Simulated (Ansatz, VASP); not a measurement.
**One calculation of Ge, two programs**

```
Ge
1.0
     0.00000    2.98354    2.98354
     2.98354    0.00000    2.98354
     2.98354    2.98354    0.00000
Ge
2
Cartesian
  0.0000 0.0000 0.0000
  1.4918 1.4918 1.4918
```

Change from the starting cell: hydrostatic strain +5.2%.

Alike in both runs: task single point; functional PBE; k mesh 8 × 8 × 8; occupations fermi-dirac, width 0.02 eV; no spin polarisation.

|  | VASP | Ansatz |
| --- | --- | --- |
| version | VASP 6.6.1 | Ansatz 0.2.0 |
| potentials or method | VASP PAW PBE potentials, release 64 (Ge_d) | plane waves, PAW |
| plane-wave cutoff (eV) | 520 | 420 |
| valence electrons in the cell | 28 | 28 |

```tsv
	VASP	Ansatz	Ansatz less VASP
pressure (GPa)	-4.8	-4.8	+0.02
```

With one functional, cell and mesh, what is left measures potentials, basis and numerics.
